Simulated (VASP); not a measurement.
# ScMnS3 (Pm-3m) in VASP: notebook, part 2 of 2

VASP 6.6.1. The steps go on from the part before.

### Step 3. Single point, PBE, collinear spin, ferromagnetic start

The input, INCAR:

```
PREC = Accurate
ENCUT = 520
EDIFF = 1E-7
ISMEAR = 0
SIGMA = 0.1
LREAL = F
LASPH = T
NELM = 150
ALGO = Normal
ISIF = 2
LWAVE = F
LCHARG = F
ISPIN = 2
MAGMOM = 0 4 0 0 0
LORBIT = 11
LMAXMIX = 4
GGA = PE
NBANDS = 33
```

The input, KPOINTS:

```
Automatic mesh
0
Gamma
  4 4 4
```

The input, POSCAR:

```
ScMnS3
1.0
    4.5304957362      0.0000000000      0.0000000000
    0.0000000000      4.5304957362      0.0000000000
    0.0000000000      0.0000000000      4.5304957362
Sc Mn S
1 1 3
Direct
    0.5000000000      0.5000000000      0.5000000000
    0.0000000000      0.0000000000      0.0000000000
    0.5000000000      0.0000000000      0.0000000000
    0.0000000000      0.5000000000      0.0000000000
    0.0000000000      0.0000000000      0.5000000000
```

Potentials or basis: VASP PAW PBE potentials, release 64 (Sc_sv, Mn_pv, S).

Launch:

```console
cat potpaw_PBE.64/Sc_sv/POTCAR potpaw_PBE.64/Mn_pv/POTCAR potpaw_PBE.64/S/POTCAR > POTCAR
mpirun -np 1 vasp_std > vasp.out
```

It took 2.5 min on 1 thread of AMD EPYC 7R43 (Zen 3), shared host; peak memory 0.23 GiB.

The run converged. Its results:

| Item | Value |
| --- | --- |
| Free energy | -30.5299 eV |
| Pressure | 0.2 GPa |
| Net moment | 3.46 μB per cell |
| Site moments | Sc +0.06; Mn +3.08; S +0.02 μB |
| Valence electrons inside the program's atomic spheres | Sc 8.96; Mn 11.78; S 3.73 |

Levels at points of the mesh, in eV from the Fermi level:
Spin up:
```
           k point  band 19  band 20  band 21  band 22  band 23  band 24  band 25  band 26  band 27  band 28
(0.00, 0.00, 0.00)    -1.90    -1.90    -1.90    -0.92    -0.92    -0.92     0.06     0.06     0.27     0.27
(0.50, 0.00, 0.00)    -1.88    -1.53    -1.53    -1.11    -1.11    -0.06     0.25     0.52     1.37     1.46
(0.50, 0.50, 0.00)    -1.92    -1.43    -1.43    -1.14    -0.66     0.57     0.64     1.33     1.56     1.56
(0.50, 0.50, 0.50)    -1.68    -0.16    -0.16    -0.16     0.51     0.51     0.51     0.57     0.64     0.64
```
Spin down:
```csv
k point,band 17,band 18,band 19,band 20,band 21,band 22
"(0.00, 0.00, 0.00)",-0.86,-0.86,-0.86,-0.78,-0.78,-0.78
"(0.50, 0.00, 0.00)",-3.12,-1.45,-1.45,-0.48,0.33,0.45
"(0.50, 0.50, 0.00)",-3.01,-3.01,-0.54,0.37,0.49,0.72
"(0.50, 0.50, 0.50)",-0.02,-0.02,-0.02,0.58,0.58,0.58
```

Caveat: a cell with one magnetic atom can't hold antiferromagnetic order, which such compounds often take; semilocal functionals often make such compounds metallic where correlation or magnetic order opens a gap, which also shifts bond lengths. With open d or f shells a metallic result of PBE can be an artefact of self-interaction; +U or a hybrid may open a gap.

### Step 4. Relaxation of cell and atoms, PBE, collinear spin, ferromagnetic start

This run uses another cell than the first one, of 20.39 Å³/atom, 1.096 times its volume.

The input, INCAR:

```
PREC = Accurate ; ENCUT = 600
EDIFF = 1E-6 ; ISMEAR = 0
SIGMA = 0.1 ; LREAL = F
LASPH = T ; NELM = 150
ALGO = Normal ; ISIF = 3
LWAVE = F ; LCHARG = F
ISPIN = 2 ; MAGMOM = 0 4 0 0 0
LORBIT = 11 ; LMAXMIX = 4
GGA = PE ; IBRION = 2
NSW = 90 ; EDIFFG = -0.04
```

KPOINTS is that of step 3.

POSCAR: that of step 3 with these lines changed.

```diff
@@ -2,5 +2,5 @@
 1.0
-    4.5304957362      0.0000000000      0.0000000000
-    0.0000000000      4.5304957362      0.0000000000
-    0.0000000000      0.0000000000      4.5304957362
+    4.6713587000      0.0000000000      0.0000000000
+    0.0000000000      4.6713587000      0.0000000000
+    0.0000000000      0.0000000000      4.6713587000
 Sc Mn S
```

Launch:

```console
cat potpaw_PBE.64/Sc_sv/POTCAR potpaw_PBE.64/Mn_pv/POTCAR potpaw_PBE.64/S/POTCAR > POTCAR
mpirun -np 1 vasp_std > vasp.out
```

It took 6.8 min on 1 thread of AMD EPYC 7R43 (Zen 3), shared host; peak memory 0.28 GiB.

The run converged. Its results:

| Property | Result |
| --- | --- |
| Free energy | -30.5316 eV |
| Relaxed volume | 18.65 Å³/atom |
| Relaxed cell | a = 4.534 Å, b = 4.534 Å, c = 4.534 Å, α = 90.00°, β = 90.00°, γ = 90.00° |
| Space group after relaxing (to 0.05 Å) | Pm-3m (No. 221) |
| Energy gained by relaxing | 35.7 meV/atom |
| Ionic steps | 3 |
| Pressure after relaxing | 0.0 GPa |
| Net moment | 3.46 μB per cell |
| Site moments | Sc +0.06; Mn +3.08; S +0.02 μB |
| Valence electrons inside the program's atomic spheres | Sc 8.96; Mn 11.78; S 3.73 |

The path:
```csv
step,energy change (eV),largest force (eV/Å),pressure (GPa),volume (Å³)
1,0.0000,0.0000,-6.14,101.94
2,-0.1619,0.0000,2.23,90.84
3,-0.1786,0.0000,0.05,93.23
```

Final structure:
```yaml
crystal:
  lattice:
    - [4.53440, 0.00000, 0.00000]
    - [0.00000, 4.53440, 0.00000]
    - [0.00000, 0.00000, 4.53440]
  atoms:
    - { symbol: Sc, position: [0.50000, 0.50000, 0.50000] }
    - { symbol: Mn, position: [0.00000, 0.00000, 0.00000] }
    - { symbol: S, position: [0.50000, 0.00000, 0.00000] }
    - { symbol: S, position: [0.00000, 0.50000, 0.00000] }
    - { symbol: S, position: [0.00000, 0.00000, 0.50000] }
```

Levels at points of the mesh, in eV from the Fermi level:
Spin up:
```
           k point  band 19  band 20  band 21  band 22  band 23  band 24  band 25  band 26  band 27
(0.00, 0.00, 0.00)    -1.90    -1.90    -1.90    -0.92    -0.92    -0.92     0.05     0.05     0.27
(0.50, 0.00, 0.00)    -1.88    -1.52    -1.52    -1.11    -1.11    -0.07     0.25     0.51     1.36
(0.50, 0.50, 0.00)    -1.92    -1.43    -1.43    -1.15    -0.66     0.56     0.63     1.32     1.55
(0.50, 0.50, 0.50)    -1.68    -0.16    -0.16    -0.16     0.50     0.50     0.50     0.57     0.64
```
Spin down:
| k point | band 16 | band 17 | band 18 | band 19 | band 20 | band 21 | band 22 | band 23 |
| --- | --- | --- | --- | --- | --- | --- | --- | --- |
| (0.00, 0.00, 0.00) | -1.77 | -0.87 | -0.87 | -0.87 | -0.77 | -0.77 | -0.77 | -0.27 |
| (0.50, 0.00, 0.00) | -3.58 | -3.11 | -1.45 | -1.45 | -0.47 | 0.33 | 0.45 | 0.56 |
| (0.50, 0.50, 0.00) | -3.78 | -3.00 | -3.00 | -0.54 | 0.37 | 0.48 | 0.72 | 0.72 |
| (0.50, 0.50, 0.50) | -4.21 | -0.02 | -0.02 | -0.02 | 0.57 | 0.57 | 0.57 | 0.68 |

Caveat: a cell with one magnetic atom can't hold antiferromagnetic order, which such compounds often take; semilocal functionals often make such compounds metallic where correlation or magnetic order opens a gap, which also shifts bond lengths. With open d or f shells a metallic result of PBE can be an artefact of self-interaction; +U or a hybrid may open a gap.

### Step 5. Single point, PBE, collinear spin, ferromagnetic start

This run uses another cell than the first one, of 20.39 Å³/atom, 1.096 times its volume.

The input, INCAR:

```
ALGO = Normal
EDIFF = 1E-6
ENCUT = 520
GGA = PE
ISIF = 2
ISMEAR = 0
ISPIN = 2
LASPH = True
LCHARG = False
LMAXMIX = 4
LORBIT = 11
LREAL = False
LWAVE = False
MAGMOM = 0 4 0 0 0
NBANDS = 33
NELM = 150
PREC = Accurate
SIGMA = 0.1
```

The input, KPOINTS:

```
k-points
0
Gamma
  4 4 4
```

POSCAR is that of step 4.

Launch:

```console
cat potpaw_PBE.64/Sc_sv/POTCAR potpaw_PBE.64/Mn_pv/POTCAR potpaw_PBE.64/S/POTCAR > POTCAR
mpirun -np 1 vasp_std > vasp.out
```

Wall time 2.2 min (1 thread of AMD EPYC 7R43 (Zen 3), shared host); peak memory 0.23 GiB.

Results (log left out):

```
Free energy                                           : -30.3529 eV
Pressure                                              : -6.2 GPa
Net moment                                            : 3.50 μB per cell
Site moments                                          : Sc +0.05; Mn +3.25; S -0.01 μB
Valence electrons inside the program's atomic spheres : Sc 8.92; Mn 11.61; S 3.70
```

Levels at points of the mesh, in eV from the Fermi level:
Spin up:
| k point | band 21 | band 22 | band 23 | band 24 | band 25 | band 26 |
| --- | --- | --- | --- | --- | --- | --- |
| (0.00, 0.00, 0.00) | -1.72 | -0.92 | -0.92 | -0.92 | -0.01 | -0.01 |
| (0.50, 0.00, 0.00) | -1.44 | -1.19 | -1.19 | -0.32 | 0.19 | 0.39 |
| (0.50, 0.50, 0.00) | -1.48 | -1.36 | -0.64 | 0.45 | 0.46 | 1.08 |
| (0.50, 0.50, 0.50) | -0.20 | -0.20 | 0.37 | 0.37 | 0.37 | 0.50 |
Spin down:
```tsv
k point	band 15	band 16	band 17	band 18	band 19	band 20	band 21	band 22	band 23	band 24
(0.00, 0.00, 0.00)	-1.63	-1.63	-0.91	-0.91	-0.91	-0.49	-0.49	-0.49	-0.18	-0.18
(0.50, 0.00, 0.00)	-3.19	-3.19	-2.78	-1.41	-1.41	-0.18	0.25	0.44	0.49	1.16
(0.50, 0.50, 0.00)	-3.37	-3.37	-2.78	-2.78	-0.55	0.33	0.41	0.69	0.69	1.04
(0.50, 0.50, 0.50)	-3.85	-3.85	-0.11	-0.11	-0.11	0.41	0.41	0.41	0.54	0.54
```

Caveat: a cell with one magnetic atom can't hold antiferromagnetic order, which such compounds often take; semilocal functionals often make such compounds metallic where correlation or magnetic order opens a gap, which also shifts bond lengths.

### Step 6. The runs side by side

| task | cell | k mesh | cutoff (eV) | gap on the mesh (eV) | pressure (GPa) | moment (μB) | relaxed volume (Å³/atom) |
| --- | --- | --- | --- | --- | --- | --- | --- |
| relaxation of cell and atoms | relaxed from a = 4.530 Å, 5 atoms | 8 × 8 × 8 | 600 | none | 0.0 | 3.68 | 18.85 |
| single point | a = 4.530 Å, 5 atoms | 4 × 4 × 4 | 520 | none | 0.2 | 3.46 | - |
| relaxation of cell and atoms | relaxed from a = 4.671 Å, 5 atoms | 4 × 4 × 4 | 600 | none | 0.0 | 3.46 | 18.65 |
| single point | a = 4.671 Å, 5 atoms | 4 × 4 × 4 | 520 | none | -6.2 | 3.50 | - |

Alike in all rows: level PBE; potentials or basis VASP PAW PBE potentials, release 64 (Sc_sv, Mn_pv, S); spin collinear, ferromagnetic start; smearing gaussian 0.1 eV.

Caveats: a cell with one magnetic atom can't hold antiferromagnetic order, which such compounds often take; semilocal functionals often make such compounds metallic where correlation or magnetic order opens a gap, which also shifts bond lengths.

Total energies depend on the potentials used, so only differences within one code and one set of settings carry meaning.
